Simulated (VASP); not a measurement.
# W (Im-3m) in VASP: further runs, part 2 of 2

VASP 6.6.1. Earlier steps stand in the parts before.

### Step 3. Single point, PBE+D3(BJ)

This run uses another cell than the first one, of 15.77 Å³/atom.

The input, INCAR:

```
SYSTEM = W
PREC = Accurate
ENCUT = 500
EDIFF = 1E-6
ISMEAR = -1
SIGMA = 0.15
LREAL = .FALSE.
LASPH = .TRUE.
NELM = 120
ALGO = Normal
ISIF = 2
LWAVE = .FALSE.
LCHARG = .TRUE.
GGA = PE
IVDW = 12
LELF = .TRUE.
LVHAR = .TRUE.
NBANDS = 13
GGA_COMPAT = .FALSE.
```

The input, KPOINTS:

```
regular mesh
0
G
  15 15 15
  0 0 0
```

The input, POSCAR:

```
W
1.0
   -1.5799112974      1.5799112974      1.5799112974
    1.5799112974     -1.5799112974      1.5799112974
    1.5799112974      1.5799112974     -1.5799112974
W
1
Direct
    0.0000000000      0.0000000000      0.0000000000
```

Potentials or basis: VASP PAW PBE potentials, release 64 (W_sv).

Command:

```sh
cat potpaw_PBE.64/W_sv/POTCAR > POTCAR
mpirun -np 1 vasp_std > vasp.out
```

OUTCAR:

```text
SYSTEM = W
   PREC = Accurate
   ENCUT = 500
   EDIFF = 1E-6
   ISMEAR = -1
   LREAL = .FALSE.
   LASPH = .TRUE.
   NELM = 120
   ISIF = 2
   GGA = PE
   IVDW = 12
 IVDW          = 12

 ion  position               nearest neighbor table
   1  0.000  0.000  0.000-

  LATTYP: Found a body centered cubic cell.
 ALAT       =     3.1598225948

  Lattice vectors:

 A1 = (  -1.5799112974,   1.5799112974,   1.5799112974)
 A2 = (   1.5799112974,  -1.5799112974,   1.5799112974)
 A3 = (   1.5799112974,   1.5799112974,  -1.5799112974)

Analysis of symmetry for initial positions (statically):
=====================================================================
 Subroutine PRICEL returns:
 Original cell was already a primitive cell.

 Routine SETGRP: Setting up the symmetry group for a
 body centered cubic supercell.

 Subroutine GETGRP returns: Found 48 space group operations
 (whereof 48 operations were pure point group operations)
 out of a pool of 48 trial point group operations.

The static configuration has the point symmetry O_h .

Analysis of symmetry for dynamics (positions and initial velocities):
=====================================================================
 Subroutine PRICEL returns:
 Original cell was already a primitive cell.

 Routine SETGRP: Setting up the symmetry group for a
 body centered cubic supercell.

 Subroutine GETGRP returns: Found 48 space group operations
 (whereof 48 operations were pure point group operations)
 out of a pool of 48 trial point group operations.

The dynamic configuration has the point symmetry O_h .

 Subroutine INISYM returns: Found 48 space group operations
 (whereof 48 operations are pure point group operations),
 and found     1 'primitive' translations

----------------------------------------------------------------------------------------

[... 114 lines left out ...]
   LORBIT       =      0    0 simple, 1 ext, 2 COOP (PROOUT), +10 PAW based schemes
   GGA     = PE    functional components
   LHFCALC =     F    Hartree Fock is set to
   AEXX    =    0.0000 exact exchange contribution
   IVDW    =    12    specifies the selected vdW correction
   LEPSILON=     F    determine dielectric tensor
   LRPA    =     F    only Hartree local field effects (RPA)
 non-spin polarized calculation
  energy-cutoff  :      500.00
  volume of cell :       15.77
 maximum number of plane-waves:       414
   NGX =  9   NGY =  9   NGZ =  9

 number of electron      14.0000004 magnetization

 Free energy of the ion-electron system (eV)
  ---------------------------------------------------
  ext. energy  EPLUGINS =         0.00000000
  ---------------------------------------------------
  free energy    TOTEN  =       -12.96001016 eV

  energy without entropy =      -12.92373709  energy(sigma->0) =      -12.94187363

 E-fermi :  11.4820     XC(G=0): -13.6684

 val. band max:       11.4524039028   @ k =  -0.3333   0.4000   0.2667
 cond. band min:      11.6029775568   @ k =  -0.2667   0.2667   0.1333
 fundamental gap:      0.1505736541
 Fermi energy:        11.4820242603

 k-point     1 :       0.0000    0.0000    0.0000
  band No.  band energies     occupation
      1     -62.6609      2.00000
      2     -26.2157      2.00000
      3     -26.2157      2.00000
      4     -26.2157      2.00000
      5       1.8500      2.00000
      6      10.2780      1.99935
      7      10.2781      1.99935
      8      10.2781      1.99935
      9      13.7886      0.00000
     10      13.7886      0.00000
     11      26.0423      0.00000
     12      26.0423      0.00000
     13      26.0423      0.00000
[... 354 lines left out ...]
  band No.  band energies     occupation
      1     -62.5131      2.00000
      2     -27.3683      2.00000
      3     -26.8284      2.00000
      4     -26.3500      2.00000
      5       6.4117      2.00000
      6       8.1937      2.00000
      7      10.1355      1.99975
      8      13.5459      0.00000
      9      15.0042      0.00000
     10      19.9397      0.00000
     11      20.9224      0.00000
     12      24.7331      0.00000
     13      27.7003      0.00000

 [... further k-points ...]

------------------------ aborting loop because EDIFF is reached ----------------------------------------

 Edisp (eV)   -0.69880

 E8    (eV) :    -0.3583

  FORCE on cell =-STRESS in cart. coord.  units (eV):
  Direction    XX          YY          ZZ          XY          YZ          ZX
  --------------------------------------------------------------------------------------
  -------------------------------------------------------------------------------------
  Total       0.05434     0.05434     0.05434     0.00000     0.00000     0.00000
  in kB       5.51962     5.51962     5.51962     0.00000     0.00000     0.00000
  external pressure =        5.52 kB  Pullay stress =        0.00 kB

 VOLUME and BASIS-vectors are now :
 -----------------------------------------------------------------------------
  energy-cutoff  :      500.00
  volume of cell :       15.77
      direct lattice vectors                 reciprocal lattice vectors
    -1.579911297  1.579911297  1.579911297     0.000000000  0.316473463  0.316473463
     1.579911297 -1.579911297  1.579911297     0.316473463  0.000000000  0.316473463
     1.579911297  1.579911297 -1.579911297     0.316473463  0.316473463  0.000000000

 POSITION                                       TOTAL-FORCE (eV/Angst)
 -----------------------------------------------------------------------------------
      0.00000      0.00000      0.00000        -0.000000     -0.000000      0.000000
 -----------------------------------------------------------------------------------
    total drift:                                0.000000      0.000000      0.000000

  FREE ENERGIE OF THE ION-ELECTRON SYSTEM (eV)
  ---------------------------------------------------
  free  energy   TOTEN  =       -13.6588147248 eV

  energy  without entropy=      -13.6225416503  energy(sigma->0) =      -13.64067819
```

OSZICAR:

```text
N       E                     dE             d eps       ncg     rms          rms(c)
DAV:   1     0.798610920092E+02    0.79861E+02   -0.72524E+03  3176   0.120E+03
DAV:   2    -0.120871174703E+02   -0.91948E+02   -0.88257E+02  3490   0.307E+02
DAV:   3    -0.135662387029E+02   -0.14791E+01   -0.14743E+01  3465   0.380E+01
DAV:   4    -0.135719532213E+02   -0.57145E-02   -0.57144E-02  3430   0.260E+00
DAV:   5    -0.135719992915E+02   -0.46070E-04   -0.46072E-04  3515   0.219E-01    0.211E+01
DAV:   6    -0.130910829837E+02    0.48092E+00   -0.39812E-01  3245   0.850E+00    0.852E+00
DAV:   7    -0.129640432827E+02    0.12704E+00   -0.21177E-01  3435   0.589E+00    0.621E-01
DAV:   8    -0.129600155762E+02    0.40277E-02   -0.42575E-03  3170   0.849E-01    0.669E-02
DAV:   9    -0.129600156754E+02   -0.99206E-07   -0.76795E-05  3600   0.109E-01    0.476E-02
DAV:  10    -0.129600096509E+02    0.60245E-05   -0.13996E-05  3350   0.526E-02    0.492E-03
DAV:  11    -0.129600101650E+02   -0.51413E-06   -0.23937E-07  2160   0.593E-03
   1 F= -.13658815E+02 E0= -.13640678E+02  d E =-.362731E-01
```

It took 9.6 s on 1 thread of Intel Xeon Platinum 8488C (Sapphire Rapids), shared host; peak memory 0.14 GiB.

What came out:

* Free energy: -13.6588 eV
* Pressure: 0.6 GPa
* Band gap on the k mesh: zero (bands 7 and 8 overlap by 5.92 eV)
* Dispersion energy per atom: -0.699 eV

Caveat: spin-orbit coupling is left out, which moves the levels of the heavy elements.

### Step 4. Single point, PBE+D4

This run uses another cell than the first one, of 15.80 Å³/atom.

The input, INCAR:

```
SYSTEM = W
  PREC = Accurate
  ENCUT = 500
  EDIFF = 1E-6
  ISMEAR = -1
  SIGMA = 0.15
  LREAL = .False.
  LASPH = .True.
  NELM = 120
  ALGO = Normal
  ISIF = 2
  LWAVE = .False.
  LCHARG = .False.
  GGA = PE
  IVDW = 13
  NBANDS = 13
  GGA_COMPAT = .False.
```

The input, KPOINTS:

```
regular mesh
0
Gamma
  15 15 15
  0 0 0
```

The input, POSCAR:

```
W
1.0
   -1.5806215987      1.5806215987      1.5806215987
    1.5806215987     -1.5806215987      1.5806215987
    1.5806215987      1.5806215987     -1.5806215987
W
1
Direct
    0.0000000000      0.0000000000      0.0000000000
```

Command:

```sh
cat potpaw_PBE.64/W_sv/POTCAR > POTCAR
mpirun -np 1 vasp_std > vasp.out
```

Wall time 9.7 s (1 thread of Intel Xeon Platinum 8488C (Sapphire Rapids), shared host); peak memory 0.14 GiB.

Results (log left out):

* Free energy: -13.6854 eV
* Pressure: 0.5 GPa
* Band gap on the k mesh: zero (bands 7 and 8 overlap by 5.91 eV)
* Dispersion energy per atom: -0.724 eV

Levels at points of the mesh, in eV from the Fermi level:
| k point | band 4 | band 5 | band 6 | band 7 | band 8 | band 9 | band 10 | band 11 |
| --- | --- | --- | --- | --- | --- | --- | --- | --- |
| (0.00, 0.00, 0.00) | -37.70 | -9.62 | -1.20 | -1.20 | -1.20 | 2.30 | 2.30 | 14.56 |

Caveat: spin-orbit coupling is left out, which moves the levels of the heavy elements.

### Step 5. Single point, PBE

This run uses another cell than the first one, of 16.14 Å³/atom.

The input, INCAR:

```
SYSTEM = W
ALGO = Normal
EDIFF = 1E-6
ENCUT = 500
GGA = PE
GGA_COMPAT = .False.
ISIF = 2
ISMEAR = -1
LASPH = .True.
LCHARG = .False.
LREAL = .False.
LWAVE = .False.
NBANDS = 13
NELM = 120
PREC = Accurate
SIGMA = 0.15
```

The input, KPOINTS:

```
k-points
0
Gamma
  15 15 15
  0 0 0
```

The input, POSCAR:

```
W
1.0
   -1.5920665948      1.5920665948      1.5920665948
    1.5920665948     -1.5920665948      1.5920665948
    1.5920665948      1.5920665948     -1.5920665948
W
1
Direct
    0.0000000000      0.0000000000      0.0000000000
```

Command:

```sh
cat potpaw_PBE.64/W_sv/POTCAR > POTCAR
mpirun -np 1 vasp_std > vasp.out
```

Run time: 9.3 s. Hardware: 1 thread of Intel Xeon Platinum 8488C (Sapphire Rapids), shared host; peak memory 0.14 GiB.

Results (log left out):

* Free energy: -12.9697 eV
* Pressure: 0.5 GPa
* Band gap on the k mesh: zero (bands 7 and 8 overlap by 5.73 eV)

Levels at points of the mesh, in eV from the Fermi level:
```tsv
k point	band 3	band 4	band 5	band 6	band 7	band 8	band 9	band 10	band 11	band 12
(0.00, 0.00, 0.00)	-37.76	-37.76	-9.50	-1.16	-1.16	-1.16	2.26	2.26	14.51	14.51
```

Caveat: spin-orbit coupling is left out, which moves the levels of the heavy elements.

### Step 6. Relaxation of cell and atoms, PBEsol

This run uses another cell than the first one, of 15.85 Å³/atom.

The input, INCAR:

```
  ALGO = Normal
  EDIFF = 1E-7
  EDIFFG = -0.005
  ENCUT = 500
  GGA = PS
  GGA_COMPAT = False
  IBRION = 2
  ISIF = 3
  ISMEAR = -1
  LASPH = True
  LCHARG = False
  LREAL = False
  LWAVE = False
  NELM = 120
  NELMIN = 4
  NSW = 80
  PREC = Accurate
  SIGMA = 0.15
```

The input, KPOINTS:

```
k-points
0
Gamma
  15 15 15
```

The input, POSCAR:

```
W
1.0
   -1.5823450000      1.5823450000      1.5823450000
    1.5823450000     -1.5823450000      1.5823450000
    1.5823450000      1.5823450000     -1.5823450000
W
1
Direct
    0.0000000000      0.0000000000      0.0000000000
```

Potentials or basis: VASP PAW PBE potentials, release 64 (W_sv).

Command:

```sh
cat potpaw_PBE.64/W_sv/POTCAR > POTCAR
mpirun -np 1 vasp_std > vasp.out
```

OUTCAR:

```text
EDIFF = 1E-7
   EDIFFG = -0.005
   ENCUT = 500
   GGA = PS
   IBRION = 2
   ISIF = 3
   ISMEAR = -1
   LASPH = True
   LREAL = False
   NELM = 120
   NELMIN = 4
   NSW = 80
   PREC = Accurate

 ion  position               nearest neighbor table
   1  0.000  0.000  0.000-

  LATTYP: Found a body centered cubic cell.
 ALAT       =     3.1646900000

  Lattice vectors:

 A1 = (  -1.5823450000,   1.5823450000,   1.5823450000)
 A2 = (   1.5823450000,  -1.5823450000,   1.5823450000)
 A3 = (   1.5823450000,   1.5823450000,  -1.5823450000)

Analysis of symmetry for initial positions (statically):
=====================================================================
[... 258 lines left out ...]
  band No.  band energies     occupation
      1     -62.7472      2.00000
      2     -26.2934      2.00000
      3     -26.2934      2.00000
      4     -26.2934      2.00000
      5       1.6912      2.00000
      6      10.1403      1.99939
      7      10.1403      1.99939
      8      10.1403      1.99939
      9      13.6425      0.00000
     10      13.6425      0.00000
     11      25.9468      0.00000
[... 309 lines left out ...]
 k-point    24 :       0.4000    0.2000    0.0000
  band No.  band energies     occupation
      1     -62.5968      2.00000
      2     -27.4627      2.00000
      3     -26.9149      2.00000
      4     -26.4298      2.00000
      5       6.2596      2.00000
      6       8.0516      2.00000
      7      10.0132      1.99974
      8      13.4083      0.00000
      9      14.8788      0.00000
     10      19.8617      0.00000
     11      20.8049      0.00000

 [... further k-points ...]

------------------------ aborting loop because EDIFF is reached ----------------------------------------

  FORCE on cell =-STRESS in cart. coord.  units (eV):
  Direction    XX          YY          ZZ          XY          YZ          ZX
  --------------------------------------------------------------------------------------
  -------------------------------------------------------------------------------------
  Total        0.0000812      0.0000812      0.0000812      0.0000000     -0.0000000     -0.0000000
  in kB        0.0082677      0.0082677      0.0082677      0.0000000     -0.0000000     -0.0000000
  external PRESSURE =       0.0082677 kB  Pullay stress =       0.0000000 kB
[... 16 lines left out ...]
  FREE ENERGIE OF THE ION-ELECTRON SYSTEM (eV)
  ---------------------------------------------------
  free  energy   TOTEN  =       -13.8199017364 eV

  energy  without entropy=      -13.7833159022  energy(sigma->0) =      -13.80160882

 reached required accuracy - stopping structural energy minimisation
```

Wall time 19 s (1 thread of Intel Xeon Platinum 8488C (Sapphire Rapids), shared host); peak memory 0.14 GiB.

Results:

```
Free energy                           : -13.8199 eV
Relaxed volume                        : 15.73 Å³/atom
Relaxed cell                          : a = 2.734 Å, b = 2.734 Å, c = 2.734 Å, α = 109.47°, β = 109.47°, γ = 109.47°
Space group after relaxing (to 0.1 Å) : Im-3m (No. 229)
Energy gained by relaxing             : 0.9 meV/atom
Ionic steps                           : 3
Pressure after relaxing               : 0.0 GPa
Band gap on the k mesh                : zero (bands 7 and 8 overlap by 5.96 eV)
```

Step by step:
| step | energy change (eV) | largest force (eV/Å) | pressure (GPa) | volume (Å³) |
| --- | --- | --- | --- | --- |
| 1 | 0.0000 | 0.0000 | -2.43 | 15.85 |
| 2 | 0.0113 | 0.0000 | 9.43 | 15.30 |
| 3 | -0.0009 | 0.0000 | 0.00 | 15.73 |

Final structure:
```xyz
1
Lattice="-1.5784 1.5784 1.5784 1.5784 -1.5784 1.5784 1.5784 1.5784 -1.5784" Properties=species:S:1:pos:R:3 pbc="T T T"
W     0.0000    0.0000    0.0000
```

Caveat: the PAW data sets were made with another functional, which shifts forces and pressure a little; spin-orbit coupling is left out, which moves the levels of the heavy elements.

### Step 7. Summary

| task | level | cell | gap on the mesh (eV) | pressure (GPa) |
| --- | --- | --- | --- | --- |
| single point | PBEsol | a = 2.732 Å, angles 109.5°, 1 atom | none | 0.6 |
| single point | PBE+D3(BJ) | a = 2.736 Å, angles 109.5°, 1 atom | none | 0.6 |
| single point | PBE+D4 | a = 2.738 Å, angles 109.5°, 1 atom | none | 0.5 |
| single point | PBE | a = 2.758 Å, angles 109.5°, 1 atom | none | 0.5 |
| relaxation of cell and atoms | PBEsol | relaxed from a = 2.741 Å, angles 109.5°, 1 atom | none | 0.0 |

Alike in all rows: potentials or basis VASP PAW PBE potentials, release 64 (W_sv); no spin polarisation; k mesh 15 × 15 × 15; cutoff (eV) 500; smearing fermi-dirac 0.15 eV.

Caveats: spin-orbit coupling is left out, which moves the levels of the heavy elements; the PAW data sets were made with another functional, which shifts forces and pressure a little (at least some runs).

Absolute energies hang on the potentials; compare differences alone.

The gap in the log of VASP goes by the Fermi energy; the results here count the filled bands.